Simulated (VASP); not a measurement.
# SiC (P3m1) in VASP: further runs

Runs on SiC. Level: PBE. Tasks: single point.

Everything below comes from runs of VASP 6.6.1. Logs are shortened: lines on timing, memory, paths and dates and some standing lists are left out, and cuts for length are marked.

## (1) The cell of the first run

The structure is trigonal, space group P3m1 (No. 156). Conventional cell: a = 3.094 Å, b = 3.094 Å, c = 10.379 Å, α = 90.00°, β = 90.00°, γ = 120.00°. Within 2.5 Å of Si (site symmetry 3m) lie 4 C at 1.90 to 2.15 Å. Si (site symmetry 3m) has 4 C at 1.90 Å within 2.5 Å. Within 2.5 Å of Si (site symmetry 3m) lie 4 C at 1.89 to 1.90 Å. Si (site symmetry 3m) has 4 C at 1.89 to 1.90 Å within 2.5 Å. C (site symmetry 3m) has 4 Si at 1.89 to 2.15 Å within 2.5 Å. Within 2.5 Å of C (site symmetry 3m) lie 4 Si at 1.89 to 1.90 Å. Within 2.5 Å of C (site symmetry 3m) lie 4 Si at 1.90 Å. C (site symmetry 3m) has 4 Si at 1.90 Å within 2.5 Å.

## (2) Single point, PBE

INCAR

```
SYSTEM = SiC
ALGO = Normal
EDIFF = 1E-7
ENCUT = 520
GGA = PE
ISIF = 2
ISMEAR = 0
LASPH = .TRUE.
LCHARG = .FALSE.
LREAL = .FALSE.
LWAVE = .FALSE.
NBANDS = 26
NELM = 80
PREC = Accurate
SIGMA = 0.05
```

KPOINTS

```
k-points
0
G
  10 10 3
  0 0 0
```

POSCAR

```
SiC
1.0
   -3.0941201809      0.0000000000      0.0000000000
   -1.5470600905     -2.6795866790      0.0000000000
    0.0000000000      0.0000000000     10.3793391998
Si C
4 4
Direct
    0.6666666667      0.6666666667      0.0917790101
    0.3333333333      0.3333333333      0.5797358542
    1.0000000000      1.0000000000      0.8237683115
    1.0000000000      1.0000000000      0.3358114674
    0.6666666667      0.6666666667      0.8841850682
    0.3333333333      0.3333333333      0.3962282241
    0.0000000000      0.0000000000      0.6408315858
    0.0000000000      0.0000000000      0.1528747417
```

Potentials or basis: VASP PAW PBE potentials, release 64 (Si, C).

Started as:

```
cat potpaw_PBE.64/Si/POTCAR potpaw_PBE.64/C/POTCAR > POTCAR
mpirun -np 1 vasp_std > vasp.out
```

OUTCAR:

```text
SYSTEM = SiC
   EDIFF = 1E-7
   ENCUT = 520
   GGA = PE
   ISIF = 2
   ISMEAR = 0
   LASPH = .TRUE.
   LREAL = .FALSE.
   NELM = 80
   PREC = Accurate

 ion  position               nearest neighbor table
   1  0.667  0.667  0.092-   8 1.90   8 1.90   8 1.90   5 2.15   4 3.10   4 3.10   4 3.10
   2  0.333  0.333  0.580-   7 1.90   7 1.90   7 1.90   6 1.90   4 3.10   4 3.10   4 3.10   3 3.10
                             3 3.10   3 3.10
   3  0.000  0.000  0.824-   5 1.89   5 1.89   5 1.89   7 1.90   2 3.10   2 3.10   2 3.10
   4  0.000  0.000  0.336-   6 1.89   6 1.89   6 1.89   8 1.90   2 3.10   2 3.10   2 3.10   1 3.10
                             1 3.10   1 3.10
   5  0.667  0.667  0.884-   3 1.89   3 1.89   3 1.89   1 2.15
   6  0.333  0.333  0.396-   4 1.89   4 1.89   4 1.89   2 1.90
   7  0.000  0.000  0.641-   2 1.90   2 1.90   2 1.90   3 1.90
   8  0.000  0.000  0.153-   1 1.90   1 1.90   1 1.90   4 1.90

  LATTYP: Found a hexagonal cell.
 ALAT       =     3.0941201809
 C/A-ratio  =     3.3545365380

  Lattice vectors:

 A1 = (   1.5470600905,   2.6795866790,   0.0000000000)
 A2 = (  -3.0941201809,   0.0000000000,   0.0000000000)
 A3 = (   0.0000000000,   0.0000000000,  10.3793391998)

Analysis of symmetry for initial positions (statically):
=====================================================================
 Subroutine PRICEL returns:
 Original cell was already a primitive cell.

 Routine SETGRP: Setting up the symmetry group for a
 hexagonal supercell.

 Subroutine GETGRP returns: Found  6 space group operations
 (whereof  6 operations were pure point group operations)
 out of a pool of 24 trial point group operations.

The static configuration has the point symmetry C_3v.

Analysis of symmetry for dynamics (positions and initial velocities):
=====================================================================
 Subroutine PRICEL returns:
 Original cell was already a primitive cell.

 Routine SETGRP: Setting up the symmetry group for a
 hexagonal supercell.

 Subroutine GETGRP returns: Found  6 space group operations
 (whereof  6 operations were pure point group operations)
 out of a pool of 24 trial point group operations.

The dynamic configuration has the point symmetry C_3v.

 Subroutine INISYM returns: Found  6 space group operations
 (whereof  6 operations are pure point group operations),
 and found     1 'primitive' translations

----------------------------------------------------------------------------------------

                                     Primitive cell

  volume of cell :      86.0547

  direct lattice vectors                    reciprocal lattice vectors
    -3.094120181  0.000000000  0.000000000    -0.323193652  0.186595942  0.000000000
    -1.547060091 -2.679586679  0.000000000     0.000000000 -0.373191884  0.000000000
     0.000000000  0.000000000 10.379339200     0.000000000  0.000000000  0.096345247

  length of vectors
     3.094120181  3.094120181 10.379339200     0.373191884  0.373191884  0.096345247

  position of ions in fractional coordinates (direct lattice)
     0.666666667  0.666666667  0.091779010
     0.333333333  0.333333333  0.579735854
     0.000000000  0.000000000  0.823768311
     0.000000000  0.000000000  0.335811467
     0.666666667  0.666666667  0.884185068
     0.333333333  0.333333333  0.396228224
     0.000000000  0.000000000  0.640831586
     0.000000000  0.000000000  0.152874742

  ion indices of the primitive-cell ions
   primitive index   ion index
                 1           1
                 2           2
                 3           3
                 4           4
                 5           5
                 6           6
                 7           7
                 8           8

----------------------------------------------------------------------------------------

 KPOINTS: k-points

Automatic generation of k-mesh.
 Grid dimensions read from file:
 generate k-points for:   10   10    3

 Generating k-lattice:

  Cartesian coordinates                     Fractional coordinates (reciprocal lattice)
    -0.032319365  0.018659594  0.000000000     0.100000000  0.000000000  0.000000000
     0.000000000 -0.037319188  0.000000000     0.000000000  0.100000000  0.000000000
     0.000000000  0.000000000  0.032115082     0.000000000  0.000000000  0.333333333

  Length of vectors
     0.037319188  0.037319188  0.032115082

  Shift w.r.t. Gamma in fractional coordinates (k-lattice)
     0.000000000  0.000000000  0.000000000

 Subroutine IBZKPT returns following result:
 ===========================================

 Found     36 irreducible k-points:

 Following reciprocal coordinates:
            Coordinates               Weight
  0.000000  0.000000  0.000000      1.000000
  0.100000  0.000000  0.000000      6.000000
  0.200000  0.000000  0.000000      6.000000
  0.300000  0.000000  0.000000      6.000000
  0.400000  0.000000  0.000000      6.000000
  0.500000  0.000000  0.000000      3.000000
[... 16 lines left out ...]
  0.400000  0.400000  0.333333      6.000000
  0.500000  0.000000  0.333333      6.000000
 [... further k-points ...]
   k-points           NKPTS =     36   k-points in BZ     NKDIM =     36   number of bands    NBANDS=     26
   number of dos      NEDOS =    301   number of ions     NIONS =      8
   total plane-waves  NPLWV =  46080
   dimension x,y,z NGX =    24 NGY =   24 NGZ =   80
   dimension x,y,z NGXF=    48 NGYF=   48 NGZF=  160
   ions per type =               4   4
   NGX,Y,Z   is equivalent  to a cutoff of  12.90, 12.90, 12.81 a.u.
   NGXF,Y,Z  is equivalent  to a cutoff of  25.79, 25.79, 25.63 a.u.
 SYSTEM =  SiC
   PREC   = accura    normal or accurate (medium, high low for compatibility)
   ISTART =      0    job   : 0-new  1-cont  2-samecut
   ICHARG =      2    charge: 1-file 2-atom 10-const
   ISPIN  =      1    spin polarized calculation?
   LNONCOLLINEAR =      F non collinear calculations
   LSORBIT =      F    spin-orbit coupling
   LASPH  =      T    aspherical Exc in radial PAW
   ENCUT  =  520.0 eV  38.22 Ry    6.18 a.u.   5.75  5.75 19.30*2*pi/ulx,y,z
   NELM   =     80;   NELMIN=  2; NELMDL= -5     # of ELM steps
   EDIFF  = 0.1E-06   stopping-criterion for ELM
   LREAL  =      F    real-space projection
   EDIFFG = 0.1E-05   stopping-criterion for IOM
   NSW    =      0    number of steps for IOM
   IBRION =     -1    ionic relax: 0-MD 1-quasi-New 2-CG
   NFREE  =      0    steps in history (QN), initial steepest desc. (CG)
   ISIF   =      2    stress and relaxation
   ISYM   =      2    0-nonsym 1-usesym 2-fastsym
   POTIM  = 0.5000    time-step for ionic-motion
   TEBEG  =    0.0;   TEEND  =   0.0 temperature during run
   PSTRESS=    0.0 pullay stress
   NELECT =      32.0000    total number of electrons
   NUPDOWN=      -1.0000    fix difference up-down
   EMIN   =  10.00;   EMAX   =-10.00  energy-range for DOS
   EFERMI =   0.00;   METHOD = LEGACY
   ISMEAR =     0;   SIGMA  =   0.05  broadening in eV -4-tet -1-fermi 0-gaus
   EFERMI_NEDOS =   21; number of points for ismear=-14 and -15
   IALGO  =     38    algorithm
   IMIX   =      4    mixing-type and parameters
     AMIX     =   0.40;   BMIX     =  1.00
     AMIX_MAG =   1.60;   BMIX_MAG =  1.00
  volume/ion in A,a.u.               =      10.76        72.59
  Fermi-wavevector in a.u.,A,eV,Ry     =   1.177244  2.224669 18.856370  1.385904
  Thomas-Fermi vector in A             =   2.313594
   LORBIT       =      0    0 simple, 1 ext, 2 COOP (PROOUT), +10 PAW based schemes
   GGA     = PE    functional components
   LHFCALC =     F    Hartree Fock is set to
   AEXX    =    0.0000 exact exchange contribution
   IVDW    =     0    specifies the selected vdW correction
   LEPSILON=     F    determine dielectric tensor
   LRPA    =     F    only Hartree local field effects (RPA)
 non-spin polarized calculation
 Gauss-broadening in eV      SIGMA  =   0.05
  energy-cutoff  :      520.00
  volume of cell :       86.05
 maximum number of plane-waves:      2334
   NGX = 11   NGY = 11   NGZ = 39

 number of electron      32.0000002 magnetization

 Free energy of the ion-electron system (eV)
  ---------------------------------------------------
  ext. energy  EPLUGINS =         0.00000000
  ---------------------------------------------------
  free energy    TOTEN  =       -59.91197846 eV

  energy without entropy =      -59.91197846  energy(sigma->0) =      -59.91197846

 E-fermi :   8.1544     XC(G=0): -11.1799

 val. band max:        7.8714418101   @ k =   0.0000   0.0000   0.0000
 cond. band min:       9.8283776275   @ k =   0.5000   0.0000   0.0000
 fundamental gap:      1.9569358174
 Fermi energy:         8.1544436563

 k-point     1 :       0.0000    0.0000    0.0000
  band No.  band energies     occupation
      1      -7.5731      2.00000
      2      -6.5812      2.00000
      3      -6.0959      2.00000
      4      -4.1830      2.00000
      5      -0.6510      2.00000
      6       3.0810      2.00000
[... 18 lines left out ...]
     25      14.7578      0.00000
     26      15.7646      0.00000

 k-point     2 :       0.1000    0.0000    0.0000
  band No.  band energies     occupation
      1      -7.4021      2.00000
      2      -6.4150      2.00000
      3      -5.9298      2.00000
      4      -4.0342      2.00000
      5      -0.4961      2.00000
      6       3.1439      2.00000
[... 18 lines left out ...]
     25      15.3181      0.00000
     26      15.4292      0.00000

 k-point     3 :       0.2000    0.0000    0.0000
  band No.  band energies     occupation
      1      -6.8958      2.00000
      2      -5.9253      2.00000
      3      -5.4406      2.00000
      4      -3.6060      2.00000
      5      -0.0577      2.00000
      6       3.0609      2.00000
[... 572 lines left out ...]
 k-point    23 :       0.4000    0.4000    0.3333
  band No.  band energies     occupation
      1      -4.9799      2.00000
      2      -4.4597      2.00000
      3      -3.4186      2.00000
      4      -2.6778      2.00000
      5      -0.1207      2.00000
      6       0.2349      2.00000
[... 18 lines left out ...]
     25      15.6093      0.00000
     26      16.5221      0.00000

 k-point    24 :       0.5000    0.0000    0.3333
  band No.  band energies     occupation
      1      -4.2296      2.00000
      2      -3.8174      2.00000
      3      -3.2409      2.00000
      4      -2.5825      2.00000
      5      -0.4617      2.00000
      6      -0.3115      2.00000
[... 18 lines left out ...]
     25      15.2940      0.00000
     26      16.4630      0.00000

 [... further k-points ...]

------------------------ aborting loop because EDIFF is reached ----------------------------------------

  FORCE on cell =-STRESS in cart. coord.  units (eV):
  Direction    XX          YY          ZZ          XY          YZ          ZX
  --------------------------------------------------------------------------------------
  -------------------------------------------------------------------------------------
  Total       -0.1045772     -0.1045772     -5.1759249     -0.0000000     -0.0000000      0.0000000
  in kB       -1.9470315     -1.9470315    -96.3660057     -0.0000000     -0.0000000      0.0000000
  external PRESSURE =     -33.4200229 kB  Pullay stress =       0.0000000 kB

 VOLUME and BASIS-vectors are now :
 -----------------------------------------------------------------------------
  energy-cutoff  :      520.00
  volume of cell :       86.05
      direct lattice vectors                 reciprocal lattice vectors
    -3.094120181  0.000000000  0.000000000    -0.323193652  0.186595942  0.000000000
    -1.547060091 -2.679586679  0.000000000     0.000000000 -0.373191884  0.000000000
     0.000000000  0.000000000 10.379339200     0.000000000  0.000000000  0.096345247

 POSITION                                       TOTAL-FORCE (eV/Angst)
 -----------------------------------------------------------------------------------
     -3.09412     -1.78639      0.95261        -0.000000     -0.000000     -1.883324
     -1.54706     -0.89320      6.01728         0.000000      0.000000      0.205275
      0.00000      0.00000      8.55017        -0.000000     -0.000000      0.893776
      0.00000      0.00000      3.48550         0.000000     -0.000000      0.206870
     -3.09412     -1.78639      9.17726         0.000000     -0.000000      1.453030
     -1.54706     -0.89320      4.11259         0.000000      0.000000     -0.195982
      0.00000      0.00000      6.65141        -0.000000     -0.000000     -0.238071
      0.00000      0.00000      1.58674        -0.000000     -0.000000     -0.441575
 -----------------------------------------------------------------------------------
    total drift:                               -0.000000     -0.000000     -0.000559

  FREE ENERGIE OF THE ION-ELECTRON SYSTEM (eV)
  ---------------------------------------------------
  free  energy   TOTEN  =       -59.9119784574 eV

  energy  without entropy=      -59.9119784574  energy(sigma->0) =      -59.91197846
```

It took 31 s on 1 thread of Intel Xeon 6975P-C (Granite Rapids), shared host; peak memory 0.21 GiB.

What came out:

```
Free energy            : -59.9120 eV
Pressure               : -3.3 GPa
Largest force          : 1.883 eV/Å
Band gap on the k mesh : 1.96 eV, indirect (least direct gap 3.20 eV)
```

Forces in eV/Å, atoms in the order of the input:
```
Si   0.000  0.000 -1.883
Si   0.000  0.000  0.205
Si   0.000  0.000  0.894
Si   0.000  0.000  0.207
C    0.000  0.000  1.453
C    0.000  0.000 -0.196
C    0.000  0.000 -0.238
C    0.000  0.000 -0.442
```

Levels at points of the mesh, in eV from the valence-band top:
```csv
k point,band 12,band 13,band 14,band 15,band 16,band 17,band 18,band 19,band 20,band 21
"(0.00, 0.00, 0.00)",-0.58,-0.58,-0.20,0.00,0.00,4.79,5.13,5.51,6.24,6.68
"(0.50, 0.00, 0.00)",-2.64,-2.55,-2.23,-1.51,-1.25,1.96,2.25,3.96,4.20,4.98
```

Caveat: forces of over 1 eV/Å act on the atoms, so gaps and moduli don't describe the material at rest. Expect the measured gap to be larger: semilocal functionals such as PBE lack the derivative discontinuity.

## (3) Single point, PBE

This run uses another cell than the first one, of 11.02 Å³/atom, 1.024 times its volume.

INCAR

```
SYSTEM = SiC
PREC     = Accurate       ! precision mode
ENCUT    = 520            ! plane-wave cutoff, eV
EDIFF    = 1E-6           ! SCF threshold, eV
ISMEAR   = 0              ! smearing method
SIGMA    = 0.05           ! smearing width, eV
LREAL    = .False.        ! projectors in reciprocal space
LASPH    = .True.         ! aspherical terms in the spheres
NELM     = 60             ! most SCF steps
ALGO     = Normal         ! electronic algorithm
ISIF     = 2              ! what is computed and relaxed
LWAVE    = .False.        ! write WAVECAR
LCHARG   = .False.        ! write CHGCAR
GGA      = PE             ! functional
NBANDS   = 26             ! bands
```

KPOINTS

```
Automatic mesh
0
Gamma
  10 10 3
  0 0 0
```

POSCAR

```
SiC
1.0
   -3.0941201809      0.0000000000      0.0000000000
   -1.5470600905     -2.6795866790      0.0000000000
    0.0000000000      0.0000000000     10.6293391998
Si C
4 4
Direct
    0.6666666667      0.6666666667      0.0896203855
    0.3333333333      0.3333333333      0.5661005791
    1.0000000000      1.0000000000      0.8043934403
    1.0000000000      1.0000000000      0.3279132467
    0.6666666667      0.6666666667      0.8633892066
    0.3333333333      0.3333333333      0.3869090130
    0.0000000000      0.0000000000      0.6257593510
    0.0000000000      0.0000000000      0.1492791574
```

Potentials or basis: VASP PAW PBE potentials, release 64 (Si, C).

Started as:

```
cat potpaw_PBE.64/Si/POTCAR potpaw_PBE.64/C/POTCAR > POTCAR
mpirun -np 1 vasp_std > vasp.out
```

Wall time 31 s (1 thread of Intel Xeon 6975P-C (Granite Rapids), shared host); peak memory 0.22 GiB.

The run converged. Its results:

```yaml
Free_energy: -59.2744 eV
Pressure: -4.4 GPa
Largest_force: 2.166 eV/Å
Band_gap_on_the_k_mesh: 1.51 eV, indirect (least direct gap 2.89 eV)
```

Forces in eV/Å, atoms in the order of the input:
```
Si   0.000  0.000 -2.166
Si   0.000  0.000  0.359
Si   0.000  0.000  1.610
Si   0.000  0.000  0.365
C    0.000  0.000  1.298
C    0.000  0.000 -0.338
C    0.000  0.000 -0.432
C    0.000  0.000 -0.697
```

Stress tensor (GPa, compression positive):
```
 -0.19   0.00   0.00
  0.00  -0.19   0.00
  0.00   0.00 -12.78
```

Levels at points of the mesh, in eV from the valence-band top:
```tsv
k point	band 13	band 14	band 15	band 16	band 17	band 18	band 19	band 20
(0.00, 0.00, 0.00)	-0.82	-0.47	0.00	0.00	3.68	4.57	5.12	6.14
(0.50, 0.00, 0.00)	-2.94	-2.39	-1.48	-1.38	1.51	2.01	3.11	4.01
```

Caveat: forces of over 1 eV/Å act on the atoms, so gaps and moduli don't describe the material at rest. As with any semilocal functional, this PBE gap is likely too small.

[end of part 1 of 2]
